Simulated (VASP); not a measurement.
A run of VASP 6.6.1 is set up as follows.

The input INCAR:

```
ALGO = Normal ; EDIFF = 1E-7
ENCUT = 520 ; GGA = PE
ISIF = 2 ; ISMEAR = 0
LASPH = True ; LCHARG = False
LREAL = False ; LWAVE = False
NBANDS = 16 ; NELM = 80
PREC = Accurate ; SIGMA = 0.05
```

The input KPOINTS:

```
k-points
0
Gamma
  12 12 6
```

Contents of POSCAR:

```
BN
1.0
    2.5545800960      0.0000000000      0.0000000000
   -1.2772900480      2.2123312591      0.0000000000
    0.0000000000      0.0000000000      4.2245145352
B N
2 2
Direct
    0.6666666667      0.3333333333      0.9998058547
    0.3333333333      0.6666666667      0.4998058547
    0.4905124718      0.3333333333      0.7317152606
    0.3333333333      0.6666666667      0.1251941453
```

Potentials or basis: VASP PAW PBE potentials, release 64 (B, N).

Launch:

```bash
$ cat potpaw_PBE.64/B/POTCAR potpaw_PBE.64/N/POTCAR > POTCAR
$ mpirun -np 1 vasp_std > vasp.out
```

Task: What does it give for the largest force?

Result: 22.407 eV/Å.

Task: What does it give for the pressure?

Result: 51.8 GPa.

Forces on the atoms (eV/Å):
```
B     2.356  -0.012  12.781
B    -0.582   1.119   2.925
N    -1.372  -1.525 -22.313
N    -0.402   0.418   6.606
```

Caveat: the cell differs from its parent crystal (atom 3 (N) moved by (-0.450, +0.450) A along x and z); forces of over 1 eV/Å act on the atoms, so gaps and moduli don't describe the material at rest.
